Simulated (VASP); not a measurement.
# Si3N in VASP: single point with PBE+D3(BJ)

Aim: the single point of Si3N with PBE+D3(BJ).

All numbers are computed with VASP 6.6.1; they aren't measurements. Logs are shortened: lines on timing, memory, paths and dates and some standing lists are left out, and cuts for length are marked.

**1. The cell of the first run**

The cell holds a slab with vacuum, 8 atoms: a = 3.816 Å, b = 3.816 Å, c = 25.791 Å, α = 90.00°, β = 90.00°, γ = 120.00°.

**2. Single point, PBE+D3(BJ)**

INCAR

```
ALGO = Normal
DIPOL = 0.5 0.5 0.361
EDIFF = 1E-6
ENCUT = 520
GGA = PE
IDIPOL = 3
ISIF = 2
ISMEAR = 0
IVDW = 12
LASPH = True
LCHARG = False
LDIPOL = True
LREAL = False
LWAVE = False
NBANDS = 27
NELM = 60
PREC = Accurate
SIGMA = 0.05
```

KPOINTS

```
k-points
0
Gamma
  9 9 1
```

POSCAR

```
Si3N
1.0
    3.8155170197      0.0000000000      0.0000000000
   -1.9077585099      3.3043346676      0.0000000000
    0.0000000000      0.0000000000     25.7913833664
Si N
6 2
Direct
    0.6666666667      0.3333333333      0.1550905565
    0.3333333333      0.6666666667      0.1859793801
    0.3333333333      0.6666666667      0.2774751471
    0.6666666667      0.3333333333      0.3070263804
    0.6666666667      0.3333333333      0.3997350368
    0.3333333333      0.6666666667      0.4261649408
    0.3333333333      1.0000000000      0.5463601221
    0.3333333333      1.0000000000      0.5890100252
```

Potentials or basis: VASP PAW PBE potentials, release 64 (Si, N).

Run with:

```console
$ cat potpaw_PBE.64/Si/POTCAR potpaw_PBE.64/N/POTCAR > POTCAR
$ mpirun -np 1 vasp_std > vasp.out
```

OUTCAR:

```text
EDIFF = 1E-6
   ENCUT = 520
   GGA = PE
   ISIF = 2
   ISMEAR = 0
   IVDW = 12
   LASPH = True
   LREAL = False
   NELM = 60
   PREC = Accurate
 IVDW          = 12

 ion  position               nearest neighbor table
   1  0.667  0.333  0.155-   2 2.34   2 2.34   2 2.34
   2  0.333  0.667  0.186-   1 2.34   1 2.34   1 2.34   3 2.36
   3  0.333  0.667  0.277-   4 2.33   4 2.33   4 2.33   2 2.36
   4  0.667  0.333  0.307-   3 2.33   3 2.33   3 2.33   5 2.39
   5  0.667  0.333  0.400-   6 2.31   6 2.31   6 2.31   4 2.39
   6  0.333  0.667  0.426-   5 2.31   5 2.31   5 2.31
   7  0.333  0.000  0.546-   8 1.10
   8  0.333  0.000  0.589-   7 1.10

  LATTYP: Found a hexagonal cell.
 ALAT       =     3.8155170197
 C/A-ratio  =     6.7596038055

  Lattice vectors:

 A1 = (   3.8155170197,   0.0000000000,   0.0000000000)
 A2 = (  -1.9077585099,   3.3043346676,   0.0000000000)
 A3 = (   0.0000000000,   0.0000000000,  25.7913833664)

Analysis of symmetry for initial positions (statically):
=====================================================================
 Subroutine PRICEL returns:
 Original cell was already a primitive cell.

 Routine SETGRP: Setting up the symmetry group for a
 hexagonal supercell.

 Subroutine GETGRP returns: Found  1 space group operations
 (whereof  1 operations were pure point group operations)
 out of a pool of 24 trial point group operations.

The static configuration has the point symmetry C_1 .

Analysis of symmetry for dynamics (positions and initial velocities):
=====================================================================
 Subroutine PRICEL returns:
 Original cell was already a primitive cell.

 Routine SETGRP: Setting up the symmetry group for a
 hexagonal supercell.

 Subroutine GETGRP returns: Found  1 space group operations
 (whereof  1 operations were pure point group operations)
 out of a pool of 24 trial point group operations.

The dynamic configuration has the point symmetry C_1 .

 Subroutine INISYM returns: Found  1 space group operations
 (whereof  1 operations are pure point group operations),
 and found     1 'primitive' translations

----------------------------------------------------------------------------------------

                                     Primitive cell

  volume of cell :     325.1712

  direct lattice vectors                    reciprocal lattice vectors
     3.815517020  0.000000000  0.000000000     0.262087679  0.151316392  0.000000000
    -1.907758510  3.304334668  0.000000000     0.000000000  0.302632784  0.000000000
     0.000000000  0.000000000 25.791383366     0.000000000  0.000000000  0.038772639

  length of vectors
     3.815517020  3.815517020 25.791383366     0.302632784  0.302632784  0.038772639

  position of ions in fractional coordinates (direct lattice)
     0.666666667  0.333333333  0.155090556
     0.333333333  0.666666667  0.185979380
     0.333333333  0.666666667  0.277475147
     0.666666667  0.333333333  0.307026380
     0.666666667  0.333333333  0.399735037
     0.333333333  0.666666667  0.426164941
     0.333333333  0.000000000  0.546360122
     0.333333333  0.000000000  0.589010025

  ion indices of the primitive-cell ions
   primitive index   ion index
                 1           1
                 2           2
                 3           3
                 4           4
                 5           5
                 6           6
                 7           7
                 8           8

----------------------------------------------------------------------------------------

 KPOINTS: k-points

Automatic generation of k-mesh.
 Grid dimensions read from file:
 generate k-points for:    9    9    1

 Generating k-lattice:

  Cartesian coordinates                     Fractional coordinates (reciprocal lattice)
     0.029120853  0.016812932  0.000000000     0.111111111  0.000000000  0.000000000
     0.000000000  0.033625865  0.000000000     0.000000000  0.111111111  0.000000000
     0.000000000  0.000000000  0.038772639     0.000000000  0.000000000  1.000000000

  Length of vectors
     0.033625865  0.033625865  0.038772639

  Shift w.r.t. Gamma in fractional coordinates (k-lattice)
     0.000000000  0.000000000  0.000000000

 Subroutine IBZKPT returns following result:
 ===========================================

 Found     41 irreducible k-points:

 Following reciprocal coordinates:
            Coordinates               Weight
  0.000000  0.000000  0.000000      1.000000
  0.111111  0.000000  0.000000      2.000000
  0.000000  0.111111  0.000000      2.000000
 -0.111111  0.111111  0.000000      2.000000
  0.222222 -0.000000  0.000000      2.000000
  0.000000  0.222222  0.000000      2.000000
[... 16 lines left out ...]
  0.333333  0.111111  0.000000      2.000000
 -0.111111  0.444444  0.000000      2.000000
 [... further k-points ...]
   k-points           NKPTS =     41   k-points in BZ     NKDIM =     41   number of bands    NBANDS=     27
   number of dos      NEDOS =    301   number of ions     NIONS =      8
   total plane-waves  NPLWV = 150528
   dimension x,y,z NGX =    28 NGY =   28 NGZ =  192
   dimension x,y,z NGXF=    56 NGYF=   56 NGZF=  384
   ions per type =               6   2
   NGX,Y,Z   is equivalent  to a cutoff of  12.20, 12.20, 12.38 a.u.
   NGXF,Y,Z  is equivalent  to a cutoff of  24.40, 24.40, 24.75 a.u.
 SYSTEM =  unknown system
   PREC   = accura    normal or accurate (medium, high low for compatibility)
   ISTART =      0    job   : 0-new  1-cont  2-samecut
   ICHARG =      2    charge: 1-file 2-atom 10-const
   ISPIN  =      1    spin polarized calculation?
   LNONCOLLINEAR =      F non collinear calculations
   LSORBIT =      F    spin-orbit coupling
   LASPH  =      T    aspherical Exc in radial PAW
   ENCUT  =  520.0 eV  38.22 Ry    6.18 a.u.   7.09  7.09 47.95*2*pi/ulx,y,z
   NELM   =     60;   NELMIN=  2; NELMDL= -5     # of ELM steps
   EDIFF  = 0.1E-05   stopping-criterion for ELM
   LREAL  =      F    real-space projection
   EDIFFG = 0.1E-04   stopping-criterion for IOM
   NSW    =      0    number of steps for IOM
   IBRION =     -1    ionic relax: 0-MD 1-quasi-New 2-CG
   NFREE  =      0    steps in history (QN), initial steepest desc. (CG)
   ISIF   =      2    stress and relaxation
   ISYM   =      2    0-nonsym 1-usesym 2-fastsym
   POTIM  = 0.5000    time-step for ionic-motion
   TEBEG  =    0.0;   TEEND  =   0.0 temperature during run
   PSTRESS=    0.0 pullay stress
   NELECT =      34.0000    total number of electrons
   NUPDOWN=      -1.0000    fix difference up-down
   EMIN   =  10.00;   EMAX   =-10.00  energy-range for DOS
   EFERMI =   0.00;   METHOD = LEGACY
   ISMEAR =     0;   SIGMA  =   0.05  broadening in eV -4-tet -1-fermi 0-gaus
   EFERMI_NEDOS =   21; number of points for ismear=-14 and -15
   IALGO  =     38    algorithm
   IMIX   =      4    mixing-type and parameters
     AMIX     =   0.40;   BMIX     =  1.00
     AMIX_MAG =   1.60;   BMIX_MAG =  1.00
  volume/ion in A,a.u.               =      40.65       274.30
  Fermi-wavevector in a.u.,A,eV,Ry     =   0.771253  1.457458  8.093179  0.594832
  Thomas-Fermi vector in A             =   1.872632
   LORBIT       =      0    0 simple, 1 ext, 2 COOP (PROOUT), +10 PAW based schemes
   GGA     = PE    functional components
   LHFCALC =     F    Hartree Fock is set to
   AEXX    =    0.0000 exact exchange contribution
   IVDW    =    12    specifies the selected vdW correction
   LEPSILON=     F    determine dielectric tensor
   LRPA    =     F    only Hartree local field effects (RPA)
 non-spin polarized calculation
 Gauss-broadening in eV      SIGMA  =   0.05
  energy-cutoff  :      520.00
  volume of cell :      325.17
 maximum number of plane-waves:      8835
   NGX = 15   NGY = 15   NGZ = 95

 dipolmoment           0.000000      0.000000      0.056050 electrons x Angstroem

 number of electron      33.9999996 magnetization

 dipolmoment           0.000000      0.000000     -0.019106 electrons x Angstroem

 Free energy of the ion-electron system (eV)
  ---------------------------------------------------
  ext. energy  EPLUGINS =         0.00000000
  ---------------------------------------------------
  free energy    TOTEN  =       -46.66610147 eV

  energy without entropy =      -46.66324559  energy(sigma->0) =      -46.66467353

 E-fermi :  -0.1961     XC(G=0):  -4.9112

 val. band max:       -0.2206927478   @ k =   0.0000   0.0000   0.0000
 cond. band min:      -0.1183457125   @ k =   0.4444   0.4444   0.0000
 fundamental gap:      0.1023470354
 Fermi energy:        -0.1961272074

 k-point     1 :       0.0000    0.0000    0.0000
  band No.  band energies     occupation
      1     -24.5485      2.00000
      2     -12.0621      2.00000
      3     -11.2570      2.00000
      4     -10.3197      2.00000
      5      -9.7004      2.00000
      6      -7.5454      2.00000
[... 19 lines left out ...]
     26       3.1357      0.00000
     27       3.1379      0.00000

 k-point     2 :       0.1111    0.0000    0.0000
  band No.  band energies     occupation
      1     -24.5442      2.00000
      2     -11.9169      2.00000
      3     -11.1120      2.00000
      4     -10.1745      2.00000
      5      -9.6795      2.00000
      6      -7.6222      2.00000
[... 19 lines left out ...]
     26       3.5827      0.00000
     27       3.6547      0.00000

 k-point     3 :       0.0000    0.1111    0.0000
  band No.  band energies     occupation
      1     -24.5442      2.00000
      2     -11.9169      2.00000
      3     -11.1119      2.00000
      4     -10.1743      2.00000
      5      -9.6795      2.00000
      6      -7.6212      2.00000
[... 594 lines left out ...]
      1     -24.5150      2.00000
      2     -10.3103      2.00000
      3      -9.6253      2.00000
      4      -9.4635      2.00000
      5      -8.5076      2.00000
      6      -8.0020      2.00000
[... 19 lines left out ...]
     26       4.2568      0.00000
     27       4.6916      0.00000

 k-point    24 :      -0.1111    0.4444    0.0000
  band No.  band energies     occupation
      1     -24.5150      2.00000
      2     -10.3095      2.00000
      3      -9.6080      2.00000
      4      -9.4790      2.00000
      5      -8.5107      2.00000
      6      -8.0011      2.00000
[... 19 lines left out ...]
     26       4.2786      0.00000
     27       4.7306      0.00000

 [... further k-points ...]

------------------------ aborting loop because EDIFF is reached ----------------------------------------

 vacuum level on the upper side and lower side of the slab       (xc-potential included)        -0.330        -0.053

 Edisp (eV)   -1.80832

 E8    (eV) :    -0.7493

  FORCE on cell =-STRESS in cart. coord.  units (eV):
  Direction    XX          YY          ZZ          XY          YZ          ZX
  --------------------------------------------------------------------------------------
  -------------------------------------------------------------------------------------
  Total       0.57294     0.58453     2.29780    -0.03934     0.06928    -0.09653
  in kB       2.82299     2.88011    11.32170    -0.19384     0.34134    -0.47561
  external pressure =        5.67 kB  Pullay stress =        0.00 kB

 VOLUME and BASIS-vectors are now :
 -----------------------------------------------------------------------------
  energy-cutoff  :      520.00
  volume of cell :      325.17
      direct lattice vectors                 reciprocal lattice vectors
     3.815517020  0.000000000  0.000000000     0.262087679  0.151316392  0.000000000
    -1.907758510  3.304334668  0.000000000     0.000000000  0.302632784  0.000000000
     0.000000000  0.000000000 25.791383366     0.000000000  0.000000000  0.038772639

 POSITION                                       TOTAL-FORCE (eV/Angst)
 -----------------------------------------------------------------------------------
      1.90776      1.10144      4.00000         0.006791      0.006548      0.477904
     -0.00000      2.20289      4.79667         0.004007      0.001249     -0.582188
     -0.00000      2.20289      7.15647        -0.012105      0.008074      0.119367
      1.90776      1.10144      7.91864        -0.003400     -0.015200      0.006154
      1.90776      1.10144     10.30972        -0.004965     -0.006891      0.002426
     -0.00000      2.20289     10.99138         0.044884     -0.038532     -0.070871
      1.27184      0.00000     14.09138        -0.057378      0.077410     -2.201709
      1.27184      0.00000     15.19138         0.022165     -0.032658      2.248917
 -----------------------------------------------------------------------------------
    total drift:                               -0.000035     -0.000060      0.000018

  FREE ENERGIE OF THE ION-ELECTRON SYSTEM (eV)
  ---------------------------------------------------
  free  energy   TOTEN  =       -48.4744175232 eV

  energy  without entropy=      -48.4715616473  energy(sigma->0) =      -48.47298959

 vacuum level on the upper side and lower side of the slab         4.164         4.452
```

Run time: 6 min. Hardware: 1 thread of AMD EPYC 9R45 (Zen 5), shared host; peak memory 0.53 GiB.

What came out:

```
Free energy                : -48.4744 eV
Largest force              : 2.249 eV/Å
Band gap on the k mesh     : zero (band 17 reaches -0.22 eV, above the bottom of band 18 at -0.30 eV)
Dispersion energy per atom : -0.226 eV
```

Forces on the atoms (eV/Å):
```
Si   0.007  0.007  0.478
Si   0.004  0.001 -0.582
Si  -0.012  0.008  0.119
Si  -0.003 -0.015  0.006
Si  -0.005 -0.007  0.002
Si   0.045 -0.039 -0.071
N   -0.057  0.077 -2.202
N    0.022 -0.033  2.249
```

Levels at points of the mesh, in eV from the Fermi level:
```
           k point  band 13  band 14  band 15  band 16  band 17  band 18  band 19  band 20  band 21  band 22
(0.00, 0.00, 0.00)    -0.68    -0.66    -0.66    -0.03    -0.02     0.89     1.47     2.45     2.50     2.55
```

Caveat: the standard files for N, O and F lose accuracy on very short bonds.
